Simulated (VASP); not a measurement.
Input of a VASP 6.6.1 run:

The input INCAR:

```
SYSTEM = SiO2
PREC = Accurate
ENCUT = 520
EDIFF = 1E-7
ISMEAR = 0
SIGMA = 0.05
LREAL = .False.
LASPH = .True.
NELM = 100
ALGO = Normal
ISIF = 2
LWAVE = .False.
LCHARG = .False.
NBANDS = 25
```

KPOINTS

```
regular mesh
0
Gamma
  6 6 8
  0 0 0
```

POSCAR

```
SiO2
1.0
    4.2050000000      0.0000000000      0.0000000000
    0.0000000000      4.2050000000      0.0000000000
    0.0000000000      0.0000000000      2.4697000000
Si O
2 4
Direct
    0.5000000000      0.5000000000      0.5000000000
    0.0000000000      0.0000000000      0.0000000000
    0.6944252994      0.6944252994      0.0000000000
    0.1944252994      0.8055747006      0.5000000000
    0.3055747006      0.3055747006      0.0000000000
    0.8055747006      0.1944252994      0.5000000000
```

Potentials or basis: VASP PAW LDA potentials, release 64 (Si, O).

The run is started by

```bash
$ cat potpaw_LDA.64/Si/POTCAR potpaw_LDA.64/O/POTCAR > POTCAR
$ mpirun -np 1 vasp_std > vasp.out
```

Question: What does it give for the largest force?

Answer: 0.099 eV/Å.

Question: What does it give for the band gap on the k mesh?

Answer: 6.92 eV.

Question: Predict the pressure.

Answer: 26.7 GPa.

Forces in eV/Å, atoms in the order of the input:
```
Si   0.000  0.000  0.000
Si   0.000  0.000  0.000
O    0.070  0.070  0.000
O    0.070 -0.070  0.000
O   -0.070 -0.070  0.000
O   -0.070  0.070  0.000
```

Caveat: the cell stands under pressure. A k mesh can miss the band edges.
